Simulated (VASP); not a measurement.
# GaN (I-4m2) in VASP: notebook, part 3 of 3

VASP 6.6.1.

### Step 6. Single point, r2SCAN (epitaxial xy strain +1.0%)

Input file POSCAR:

```
GaN
1.0
    0.0000000000      2.2714420665      2.2244082653
    2.2714420665      0.0000000000      2.2244082653
    2.2714420665      2.2714420665      0.0000000000
Ga N
1 1
Direct
    0.0000000000      0.0000000000      0.0000000000
    0.2500000000      0.2500000000      0.2500000000
```

Input file INCAR.step1:

```
PREC = Accurate ; ENCUT = 520
ISMEAR = 0 ; SIGMA = 0.01
LREAL = False ; LASPH = True
NELM = 80 ; NBANDS = 16
GGA = PE ; ALGO = Normal
EDIFF = 1E-4 ; LWAVE = True
LCHARG = False
```

Input file INCAR.step2:

```
PREC = Accurate ; ENCUT = 520
EDIFF = 1E-7 ; ISMEAR = 0
SIGMA = 0.01 ; LREAL = False
LASPH = True ; NELM = 80
ALGO = Normal ; ISIF = 2
LWAVE = False ; LCHARG = False
METAGGA = R2SCAN ; LMIXTAU = True
NBANDS = 16 ; ISTART = 1
```

Input file KPOINTS:

```
Automatic mesh
0
Gamma
  10 10 10
```

Potentials or basis: VASP PAW PBE potentials, release 64 (Ga_d, N).

Run with:

```sh
cat potpaw_PBE.64/Ga_d/POTCAR potpaw_PBE.64/N/POTCAR > POTCAR
cp INCAR.step1 INCAR
mpirun -np 1 vasp_std > vasp.out
cp INCAR.step2 INCAR
mpirun -np 1 vasp_std > vasp.out
```

OUTCAR:

```text
PREC = Accurate
   ENCUT = 520
   EDIFF = 1E-7
   ISMEAR = 0
   LREAL = False
   LASPH = True
   NELM = 80
   ISIF = 2
   METAGGA = R2SCAN
   ISTART = 1

 ion  position               nearest neighbor table
   1  0.000  0.000  0.000-   2 1.95   2 1.95   2 1.95   2 1.95
   2  0.250  0.250  0.250-   1 1.95   1 1.95   1 1.95   1 1.95

  LATTYP: Found a body centered tetragonal cell.
 ALAT       =     3.2123041766
 C/A-ratio  =     1.3849300334

  Lattice vectors:

 A1 = (   0.0000000000,  -2.2714420665,  -2.2244082653)
 A2 = (   0.0000000000,   2.2714420665,  -2.2244082653)
 A3 = (   2.2714420665,   0.0000000000,   2.2244082653)

Analysis of symmetry for initial positions (statically):
=====================================================================
 Subroutine PRICEL returns:
 Original cell was already a primitive cell.

 Routine SETGRP: Setting up the symmetry group for a
 body centered tetragonal supercell.

 Subroutine GETGRP returns: Found  8 space group operations
 (whereof  8 operations were pure point group operations)
 out of a pool of 16 trial point group operations.

The static configuration has the point symmetry D_2d.

Analysis of symmetry for dynamics (positions and initial velocities):
=====================================================================
 Subroutine PRICEL returns:
 Original cell was already a primitive cell.

 Routine SETGRP: Setting up the symmetry group for a
 body centered tetragonal supercell.

 Subroutine GETGRP returns: Found  8 space group operations
 (whereof  8 operations were pure point group operations)
 out of a pool of 16 trial point group operations.

The dynamic configuration has the point symmetry D_2d.

 Subroutine INISYM returns: Found  8 space group operations
 (whereof  8 operations are pure point group operations),
 and found     1 'primitive' translations

----------------------------------------------------------------------------------------

                                     Primitive cell

[... 111 lines left out ...]
  volume/ion in A,a.u.               =      11.48        77.45
  Fermi-wavevector in a.u.,A,eV,Ry     =   1.509674  2.852869 31.009233  2.279114
  Thomas-Fermi vector in A             =   2.619965
   LORBIT       =      0    0 simple, 1 ext, 2 COOP (PROOUT), +10 PAW based schemes
   METAGGA = R2SCAN    functional components
   LHFCALC =     F    Hartree Fock is set to
   AEXX    =    0.0000 exact exchange contribution
   IVDW    =     0    specifies the selected vdW correction
   LEPSILON=     F    determine dielectric tensor
   LRPA    =     F    only Hartree local field effects (RPA)
 non-spin polarized calculation
 Gauss-broadening in eV      SIGMA  =   0.01
  energy-cutoff  :      520.00
  volume of cell :       22.95
 maximum number of plane-waves:       631
   NGX = 11   NGY = 11   NGZ = 11

 number of electron      18.0000001 magnetization

 Free energy of the ion-electron system (eV)
  ---------------------------------------------------
  ext. energy  EPLUGINS =         0.00000000
  ---------------------------------------------------
  free energy    TOTEN  =       -21.89414726 eV

  energy without entropy =      -21.89414726  energy(sigma->0) =      -21.89414726

 E-fermi :   5.1105     XC(G=0): -12.6183

 val. band max:        5.0476200960   @ k =   0.0000   0.0000   0.0000
 cond. band min:       7.0844084690   @ k =   0.0000   0.0000   0.0000
 fundamental gap:      2.0367883731
 Fermi energy:         5.1105025817

 k-point     1 :       0.0000    0.0000    0.0000
  band No.  band energies     occupation
      1     -11.7195      2.00000
      2      -8.8510      2.00000
      3      -8.8510      2.00000
      4      -8.8295      2.00000
      5      -8.4971      2.00000
      6      -8.4964      2.00000
[... 433 lines left out ...]
      3      -8.6155      2.00000
      4      -8.6117      2.00000
      5      -8.4303      2.00000
      6      -7.6212      2.00000
[... 8 lines left out ...]
     15      28.0785      0.00000
     16      28.2053      0.00000

 [... further k-points ...]

------------------------ aborting loop because EDIFF is reached ----------------------------------------

  FORCE on cell =-STRESS in cart. coord.  units (eV):
  Direction    XX          YY          ZZ          XY          YZ          ZX
  --------------------------------------------------------------------------------------
  -------------------------------------------------------------------------------------
  Total       -0.2204096     -0.2204096      0.1536942      0.0000000      0.0000000      0.0000000
  in kB      -15.3848488    -15.3848488     10.7280394      0.0000000      0.0000000      0.0000000
  external PRESSURE =      -6.6805528 kB  Pullay stress =       0.0000000 kB

 VOLUME and BASIS-vectors are now :
 -----------------------------------------------------------------------------
  energy-cutoff  :      520.00
  volume of cell :       22.95
      direct lattice vectors                 reciprocal lattice vectors
     0.000000000  2.271442067  2.224408265    -0.220124478  0.220124478  0.224778881
     2.271442067  0.000000000  2.224408265     0.220124478 -0.220124478  0.224778881
     2.271442067  2.271442067  0.000000000     0.220124478  0.220124478 -0.224778881

 POSITION                                       TOTAL-FORCE (eV/Angst)
 -----------------------------------------------------------------------------------
      0.00000      0.00000      0.00000         0.000000      0.000000      0.000000
      1.13572      1.13572      1.11220        -0.000000     -0.000000     -0.000000
 -----------------------------------------------------------------------------------
    total drift:                                0.000007      0.000007      0.000013

  FREE ENERGIE OF THE ION-ELECTRON SYSTEM (eV)
  ---------------------------------------------------
  free  energy   TOTEN  =       -21.8941472623 eV

  energy  without entropy=      -21.8941472623  energy(sigma->0) =      -21.89414726
```

Wall time 3.4 min (1 thread of Intel Xeon 8259CL, shared host); peak memory 0.17 GiB.

What came out:

| Property | Result |
| --- | --- |
| Free energy | -21.8941 eV |
| Pressure | -0.7 GPa |
| Band gap on the k mesh | 2.04 eV |

Caveat: the cell differs from its parent crystal (epitaxial xy strain +1.0%); the structure was generated, so it needn't be the stable form of GaN; the PAW data sets were made with another functional, which shifts forces and pressure a little.

### Step 7. Summary

| level | cell | smearing | gap on the mesh (eV) | pressure (GPa) |
| --- | --- | --- | --- | --- |
| PBE | a = 3.179, b = 3.179, c = 3.212 Å, angles 59.7, 59.7, 60.7°, 2 atoms | fermi-dirac 0.02 eV | 1.64 | 4.5 |
| r2SCAN | a = 3.183, b = 3.183, c = 3.085 Å, angles 61.0, 61.0, 58.0°, 2 atoms | gaussian 0.01 eV | 2.24 | 7.3 |
| r2SCAN | a = 3.183, b = 3.183, c = 3.117 Å, angles 60.7, 60.7, 58.6°, 2 atoms | gaussian 0.01 eV | 2.22 | 5.1 |
| r2SCAN | a = 3.182, b = 3.182, c = 3.149 Å, angles 60.3, 60.3, 59.3°, 2 atoms | gaussian 0.01 eV | 2.19 | 3.0 |
| r2SCAN | a = 3.179, b = 3.179, c = 3.212 Å, angles 59.7, 59.7, 60.7°, 2 atoms | gaussian 0.01 eV | 2.04 | -0.7 |

Alike in all rows: task single point; potentials or basis VASP PAW PBE potentials, release 64 (Ga_d, N); no spin polarisation; k mesh 10 × 10 × 10; cutoff (eV) 520.

Caveats: the structure was generated, so it needn't be the stable form of GaN; the PAW data sets were made with another functional, which shifts forces and pressure a little (at least some runs); the cell stands under pressure (at least some runs); the stress differs along the axes, from 1 to 10 GPa (at least some runs); the stress differs along the axes, from 1 to 7 GPa (at least some runs).

Total energies depend on the potentials used, so only differences within one code and one set of settings carry meaning.
